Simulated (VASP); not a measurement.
Here is a VASP 6.6.1 calculation.

Contents of POSCAR:

```
ZnS
1.0
    3.8800864760      0.0000000000      0.0000000000
   -1.9400432380      3.3602534571      0.0000000000
    0.0000000000      0.0000000000      6.3664554293
Zn S
2 2
Direct
    0.3333333333      0.6666666667      0.0003381269
    0.6666666667      0.3333333333      0.5003381269
    0.3333333333      0.6666666667      0.3746618731
    0.6666666667      0.3333333333      0.8746618731
```

INCAR.step1

```
PREC = Accurate ; ENCUT = 520
ISMEAR = 0 ; SIGMA = 0.01
LREAL = F ; LASPH = T
NELM = 80 ; NBANDS = 26
GGA = PE ; ALGO = Normal
EDIFF = 1E-4 ; LWAVE = T
LCHARG = F
```

File INCAR.step2:

```
PREC = Accurate ; ENCUT = 520
EDIFF = 1E-6 ; ISMEAR = 0
SIGMA = 0.01 ; LREAL = F
LASPH = T ; NELM = 80
ALGO = Normal ; ISIF = 2
LWAVE = F ; LCHARG = F
METAGGA = R2SCAN ; LMIXTAU = T
NBANDS = 26 ; ISTART = 1
```

KPOINTS

```
Automatic mesh
0
Gamma
  6 6 4
```

Potentials or basis: VASP PAW PBE potentials, release 64 (Zn, S).

Launch:

```bash
$ cat potpaw_PBE.64/Zn/POTCAR potpaw_PBE.64/S/POTCAR > POTCAR
$ cp INCAR.step1 INCAR
$ mpirun -np 1 vasp_std > vasp.out
$ cp INCAR.step2 INCAR
$ mpirun -np 1 vasp_std > vasp.out
```

(1) What does it give for the pressure?

(2) Predict the largest force.

(3) Estimate the band gap on the k mesh.

Answers

(1) -4.0 GPa.

(2) 0.018 eV/Å.

(3) 2.51 eV.

Caveat: the cell stands under tension; the PAW data sets were made with another functional, which shifts forces and pressure a little.
